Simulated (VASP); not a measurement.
# InPd (P4mm) in VASP: notebook

The runs below take InPd through single point, with PBEsol.

Program: VASP 6.6.1. These are calculated values, not measurements. Logs are shortened: lines on timing, memory, paths and dates and some standing lists are left out, and cuts for length are marked.

## 1. The cell of the first run

The structure is tetragonal, space group P4mm (No. 99). Conventional cell: a = 3.247 Å, b = 3.247 Å, c = 3.247 Å, α = 90.00°, β = 90.00°, γ = 90.00°. In (site symmetry 4mm) has 8 Pd at 2.75 to 2.87 Å and 6 In at 3.25 Å within 3.6 Å. Within 3.6 Å of Pd (site symmetry 4mm) lie 8 In at 2.75 to 2.87 Å and 6 Pd at 3.25 Å.

## 2. Single point, PBEsol (atoms displaced along a vibrational mode)

Contents of INCAR:

```
SYSTEM = InPd
ALGO = Fast
EDIFF = 1E-6
ENCUT = 520
GGA = PS
ISIF = 2
ISMEAR = 0
LASPH = .TRUE.
LCHARG = .TRUE.
LELF = .TRUE.
LREAL = .FALSE.
LVHAR = .TRUE.
LWAVE = .FALSE.
NBANDS = 18
NELM = 100
PREC = Accurate
SIGMA = 0.15
```

Contents of KPOINTS:

```
k-points
0
G
  14 14 14
  0 0 0
```

Contents of POSCAR:

```
InPd
1.0
    3.2466286217      0.0000000000      0.0000000000
    0.0000000000      3.2466286217      0.0000000000
    0.0000000000      0.0000000000      3.2466286217
In Pd
1 1
Direct
   -0.0149022267      0.0000000000      0.0000000000
    0.5160782172      0.5000000000      0.5000000000
```

Potentials or basis: VASP PAW PBE potentials, release 64 (In_d, Pd).

Started as:

```
$ cat potpaw_PBE.64/In_d/POTCAR potpaw_PBE.64/Pd/POTCAR > POTCAR
$ mpirun -np 1 vasp_std > vasp.out
```

OUTCAR:

```text
SYSTEM = InPd
   EDIFF = 1E-6
   ENCUT = 520
   GGA = PS
   ISIF = 2
   ISMEAR = 0
   LASPH = .TRUE.
   LREAL = .FALSE.
   NELM = 100
   PREC = Accurate

 ion  position               nearest neighbor table
   1  0.985  0.000  0.000-   2 2.75   2 2.75   2 2.75   2 2.75   2 2.87   2 2.87   2 2.87   2 2.87

   2  0.516  0.500  0.500-   1 2.75   1 2.75   1 2.75   1 2.75   1 2.87   1 2.87   1 2.87   1 2.87

  LATTYP: Found a simple cubic cell.
 ALAT       =     3.2466286217

  Lattice vectors:

 A1 = (   3.2466286217,   0.0000000000,   0.0000000000)
 A2 = (   0.0000000000,   3.2466286217,   0.0000000000)
 A3 = (   0.0000000000,   0.0000000000,   3.2466286217)

Analysis of symmetry for initial positions (statically):
=====================================================================
 Subroutine PRICEL returns:
 Original cell was already a primitive cell.

 Routine SETGRP: Setting up the symmetry group for a
 simple cubic supercell.

 Subroutine GETGRP returns: Found  8 space group operations
 (whereof  8 operations were pure point group operations)
 out of a pool of 48 trial point group operations.

The static configuration has the point symmetry C_4v.

Analysis of symmetry for dynamics (positions and initial velocities):
=====================================================================
 Subroutine PRICEL returns:
 Original cell was already a primitive cell.

 Routine SETGRP: Setting up the symmetry group for a
 simple cubic supercell.

 Subroutine GETGRP returns: Found  8 space group operations
 (whereof  8 operations were pure point group operations)
 out of a pool of 48 trial point group operations.

The dynamic configuration has the point symmetry C_4v.

 Subroutine INISYM returns: Found  8 space group operations
 (whereof  8 operations are pure point group operations),
 and found     1 'primitive' translations

----------------------------------------------------------------------------------------

                                     Primitive cell

  volume of cell :      34.2214

  direct lattice vectors                    reciprocal lattice vectors
     3.246628622  0.000000000  0.000000000     0.308011823  0.000000000  0.000000000
     0.000000000  3.246628622  0.000000000     0.000000000  0.308011823  0.000000000
     0.000000000  0.000000000  3.246628622     0.000000000  0.000000000  0.308011823

  length of vectors
     3.246628622  3.246628622  3.246628622     0.308011823  0.308011823  0.308011823

  position of ions in fractional coordinates (direct lattice)
     0.985097773  0.000000000  0.000000000
     0.516078217  0.500000000  0.500000000

  ion indices of the primitive-cell ions
   primitive index   ion index
                 1           1
                 2           2

----------------------------------------------------------------------------------------

 KPOINTS: k-points

Automatic generation of k-mesh.
 Grid dimensions read from file:
 generate k-points for:   14   14   14

 Generating k-lattice:

  Cartesian coordinates                     Fractional coordinates (reciprocal lattice)
     0.022000844  0.000000000  0.000000000     0.071428571  0.000000000  0.000000000
     0.000000000  0.022000844  0.000000000     0.000000000  0.071428571  0.000000000
     0.000000000  0.000000000  0.022000844     0.000000000  0.000000000  0.071428571

  Length of vectors
     0.022000844  0.022000844  0.022000844

  Shift w.r.t. Gamma in fractional coordinates (k-lattice)
     0.000000000  0.000000000  0.000000000

 Subroutine IBZKPT returns following result:
 ===========================================

 Found    288 irreducible k-points:

 Following reciprocal coordinates:
            Coordinates               Weight
  0.000000  0.000000  0.000000      1.000000
  0.071429  0.000000  0.000000      2.000000
  0.000000  0.071429  0.000000      4.000000
  0.142857  0.000000  0.000000      2.000000
  0.000000  0.142857  0.000000      4.000000
  0.214286  0.000000  0.000000      2.000000
[... 16 lines left out ...]
  0.071429  0.000000  0.214286      8.000000
  0.285714  0.071429  0.000000      8.000000
 [... further k-points ...]
   k-points           NKPTS =    288   k-points in BZ     NKDIM =    288   number of bands    NBANDS=     18
   number of dos      NEDOS =    301   number of ions     NIONS =      2
   total plane-waves  NPLWV =  13824
   dimension x,y,z NGX =    24 NGY =   24 NGZ =   24
   dimension x,y,z NGXF=    48 NGYF=   48 NGZF=   48
   ions per type =               1   1
   NGX,Y,Z   is equivalent  to a cutoff of  12.29, 12.29, 12.29 a.u.
   NGXF,Y,Z  is equivalent  to a cutoff of  24.58, 24.58, 24.58 a.u.
 SYSTEM =  InPd
   PREC   = accura    normal or accurate (medium, high low for compatibility)
   ISTART =      0    job   : 0-new  1-cont  2-samecut
   ICHARG =      2    charge: 1-file 2-atom 10-const
   ISPIN  =      1    spin polarized calculation?
   LNONCOLLINEAR =      F non collinear calculations
   LSORBIT =      F    spin-orbit coupling
   LASPH  =      T    aspherical Exc in radial PAW
   ENCUT  =  520.0 eV  38.22 Ry    6.18 a.u.   6.04  6.04  6.04*2*pi/ulx,y,z
   NELM   =    100;   NELMIN=  2; NELMDL= -5     # of ELM steps
   EDIFF  = 0.1E-05   stopping-criterion for ELM
   LREAL  =      F    real-space projection
   EDIFFG = 0.1E-04   stopping-criterion for IOM
   NSW    =      0    number of steps for IOM
   IBRION =     -1    ionic relax: 0-MD 1-quasi-New 2-CG
   NFREE  =      0    steps in history (QN), initial steepest desc. (CG)
   ISIF   =      2    stress and relaxation
   ISYM   =      2    0-nonsym 1-usesym 2-fastsym
   POTIM  = 0.5000    time-step for ionic-motion
   TEBEG  =    0.0;   TEEND  =   0.0 temperature during run
   PSTRESS=    0.0 pullay stress
   NELECT =      23.0000    total number of electrons
   NUPDOWN=      -1.0000    fix difference up-down
   EMIN   =  10.00;   EMAX   =-10.00  energy-range for DOS
   EFERMI =   0.00;   METHOD = LEGACY
   ISMEAR =     0;   SIGMA  =   0.15  broadening in eV -4-tet -1-fermi 0-gaus
   EFERMI_NEDOS =   21; number of points for ismear=-14 and -15
   IALGO  =     68    algorithm
   IMIX   =      4    mixing-type and parameters
     AMIX     =   0.40;   BMIX     =  1.00
     AMIX_MAG =   1.60;   BMIX_MAG =  1.00
  volume/ion in A,a.u.               =      17.11       115.47
  Fermi-wavevector in a.u.,A,eV,Ry     =   1.434008  2.709882 27.978724  2.056378
  Thomas-Fermi vector in A             =   2.553463
   LORBIT       =      0    0 simple, 1 ext, 2 COOP (PROOUT), +10 PAW based schemes
   GGA     = PS    functional components
   LHFCALC =     F    Hartree Fock is set to
   AEXX    =    0.0000 exact exchange contribution
   IVDW    =     0    specifies the selected vdW correction
   LEPSILON=     F    determine dielectric tensor
   LRPA    =     F    only Hartree local field effects (RPA)
 non-spin polarized calculation
 RMM-DIIS sequential band-by-band and
 Gauss-broadening in eV      SIGMA  =   0.15
  energy-cutoff  :      520.00
  volume of cell :       34.22
 maximum number of plane-waves:       942
   NGX = 13   NGY = 13   NGZ = 13

 number of electron      22.9999995 magnetization

 Free energy of the ion-electron system (eV)
  ---------------------------------------------------
  ext. energy  EPLUGINS =         0.00000000
  ---------------------------------------------------
  free energy    TOTEN  =        -9.98349822 eV

  energy without entropy =       -9.97596817  energy(sigma->0) =       -9.97973320

 E-fermi :  10.7357     XC(G=0): -12.5334

 val. band max:       10.7215864676   @ k =   0.0000   0.2857   0.0714
 cond. band min:      10.7427869011   @ k =   0.2857   0.0714   0.0000
 fundamental gap:      0.0212004335
 Fermi energy:        10.7356578352

 k-point     1 :       0.0000    0.0000    0.0000
  band No.  band energies     occupation
      1      -4.2499      2.00000
      2      -4.2490      2.00000
      3      -3.8089      2.00000
      4      -3.8060      2.00000
      5      -3.8060      2.00000
      6       0.3754      2.00000
[... 10 lines left out ...]
     17      21.4334      0.00000
     18      26.7639      0.00000

 k-point     2 :       0.0714    0.0000    0.0000
  band No.  band energies     occupation
      1      -4.2467      2.00000
      2      -4.2303      2.00000
      3      -3.8117      2.00000
      4      -3.8117      2.00000
      5      -3.8071      2.00000
      6       0.4580      2.00000
[... 10 lines left out ...]
     17      21.8362      0.00000
     18      26.6063      0.00000

 k-point     3 :       0.0000    0.0714    0.0000
  band No.  band energies     occupation
      1      -4.2461      2.00000
      2      -4.2308      2.00000
      3      -3.8146      2.00000
      4      -3.8118      2.00000
      5      -3.8043      2.00000
      6       0.4582      2.00000
[... 10 lines left out ...]
     17      21.8882      0.00000
     18      26.7294      0.00000

 k-point     4 :       0.1429    0.0000    0.0000
  band No.  band energies     occupation
      1      -4.2376      2.00000
      2      -4.1778      2.00000
      3      -3.8277      2.00000
      4      -3.8277      2.00000
      5      -3.8021      2.00000
      6       0.7055      2.00000
[... 375 lines left out ...]
      4      -3.8519      2.00000
      5      -3.7992      2.00000
      6       1.1971      2.00000
[... 10 lines left out ...]
     17      24.8173      0.00000
     18      25.5897      0.00000

 k-point    23 :       0.0714    0.0000    0.2143
  band No.  band energies     occupation
      1      -4.2110      2.00000
      2      -4.0939      2.00000
      3      -3.8609      2.00000
      4      -3.8542      2.00000
      5      -3.7991      2.00000
      6       1.1970      2.00000
[... 10 lines left out ...]
     17      24.8414      0.00000
     18      25.5165      0.00000

 k-point    24 :       0.2857    0.0714    0.0000
  band No.  band energies     occupation
      1      -4.1967      2.00000
      2      -4.0109      2.00000
      3      -3.8878      2.00000
      4      -3.8776      2.00000
      5      -3.7943      2.00000
      6       1.7606      2.00000
[... 10 lines left out ...]
     17      23.7630      0.00000
     18      25.2821      0.00000

 [... further k-points ...]

------------------------ aborting loop because EDIFF is reached ----------------------------------------

  FORCE on cell =-STRESS in cart. coord.  units (eV):
  Direction    XX          YY          ZZ          XY          YZ          ZX
  --------------------------------------------------------------------------------------
  -------------------------------------------------------------------------------------
  Total        0.0789827      0.1779799      0.1779799      0.0000000      0.0000000      0.0000000
  in kB        3.6978112      8.3326599      8.3326599      0.0000000      0.0000000      0.0000000
  external PRESSURE =       6.7877104 kB  Pullay stress =       0.0000000 kB

 VOLUME and BASIS-vectors are now :
 -----------------------------------------------------------------------------
  energy-cutoff  :      520.00
  volume of cell :       34.22
      direct lattice vectors                 reciprocal lattice vectors
     3.246628622  0.000000000  0.000000000     0.308011823  0.000000000  0.000000000
     0.000000000  3.246628622  0.000000000     0.000000000  0.308011823  0.000000000
     0.000000000  0.000000000  3.246628622     0.000000000  0.000000000  0.308011823

 POSITION                                       TOTAL-FORCE (eV/Angst)
 -----------------------------------------------------------------------------------
      3.19825      0.00000      0.00000         0.438942     -0.000000      0.000000
      1.67551      1.62331      1.62331        -0.438942      0.000000     -0.000000
 -----------------------------------------------------------------------------------
    total drift:                                0.001130      0.000000      0.000002

  FREE ENERGIE OF THE ION-ELECTRON SYSTEM (eV)
  ---------------------------------------------------
  free  energy   TOTEN  =        -9.9834982229 eV

  energy  without entropy=       -9.9759681700  energy(sigma->0) =       -9.97973320
```

It took 2.2 min on 1 thread of Intel Xeon Platinum 8259CL at 2.50GHz (Skylake/Cascade Lake), shared host; peak memory 0.29 GiB.

Results:

```yaml
Free_energy: -9.9835 eV
Pressure: 0.7 GPa
Largest_force: 0.439 eV/Å
Band_gap_on_the_k_mesh: zero (an odd number of electrons rules out a gap without spin polarisation)
```

Forces in eV/Å, atoms in the order of the input:
```
In   0.439  0.000  0.000
Pd  -0.439  0.000  0.000
```

Caveat: the cell differs from its parent crystal (atoms displaced along a vibrational mode); the PAW data sets were made with another functional, which shifts forces and pressure a little; spin-orbit coupling is left out, which moves the levels of the heavy elements.

## 3. Single point, PBEsol (atoms displaced along a vibrational mode)

Contents of INCAR:

```
PREC     = Accurate       # precision mode
ENCUT    = 520            # plane-wave cutoff, eV
EDIFF    = 1E-6           # SCF threshold, eV
ISMEAR   = 0              # smearing method
SIGMA    = 0.15           # smearing width, eV
LREAL    = F              # projectors in reciprocal space
LASPH    = T              # aspherical terms in the spheres
NELM     = 60             # most SCF steps
ALGO     = Fast           # electronic algorithm
ISIF     = 2              # what is computed and relaxed
LWAVE    = F              # write WAVECAR
LCHARG   = F              # write CHGCAR
GGA      = PS             # functional
NBANDS   = 18             # bands
```

Contents of KPOINTS:

```
Automatic mesh
0
Gamma
  14 14 14
```

Contents of POSCAR:

```
InPd
1.0
    3.2466286217      0.0000000000      0.0000000000
    0.0000000000      3.2466286217      0.0000000000
    0.0000000000      0.0000000000      3.2466286217
In Pd
1 1
Direct
   -0.0049674089      0.0000000000      0.0000000000
    0.5053594057      0.5000000000      0.5000000000
```

Potentials or basis: VASP PAW PBE potentials, release 64 (In_d, Pd).

Started as:

```
$ cat potpaw_PBE.64/In_d/POTCAR potpaw_PBE.64/Pd/POTCAR > POTCAR
$ mpirun -np 1 vasp_std > vasp.out
```

Run time: 2.7 min. Hardware: 1 thread of Intel Xeon Platinum 8259CL at 2.50GHz (Skylake/Cascade Lake), shared host; peak memory 0.29 GiB.

It converged, with:

```yaml
Free_energy: -10.0031 eV
Pressure: 0.2 GPa
Largest_force: 0.146 eV/Å
Band_gap_on_the_k_mesh: zero (an odd number of electrons rules out a gap without spin polarisation)
```

Forces in eV/Å, atoms in the order of the input:
```
In   0.146  0.000  0.000
Pd  -0.146  0.000  0.000
```

Levels at points of the mesh, in eV from the Fermi level:
```csv
k point,band 10,band 11,band 12,band 13,band 14,band 15
"(0.00, 0.00, 0.00)",-2.38,-2.38,4.15,4.15,4.16,9.62
"(0.50, 0.00, 0.00)",-3.41,-2.46,-1.18,9.66,9.66,9.92
"(0.00, 0.50, 0.00)",-3.41,-2.46,-1.19,9.60,9.67,9.98
"(0.50, 0.50, 0.00)",-2.51,-2.50,-1.78,1.51,2.46,9.54
"(0.00, 0.50, 0.50)",-2.50,-2.50,-1.78,1.51,2.46,9.54
"(0.50, 0.50, 0.50)",-1.73,-0.09,3.72,3.72,3.74,4.43
```

Caveat: the cell differs from its parent crystal (atoms displaced along a vibrational mode); the PAW data sets were made with another functional, which shifts forces and pressure a little; spin-orbit coupling is left out, which moves the levels of the heavy elements.
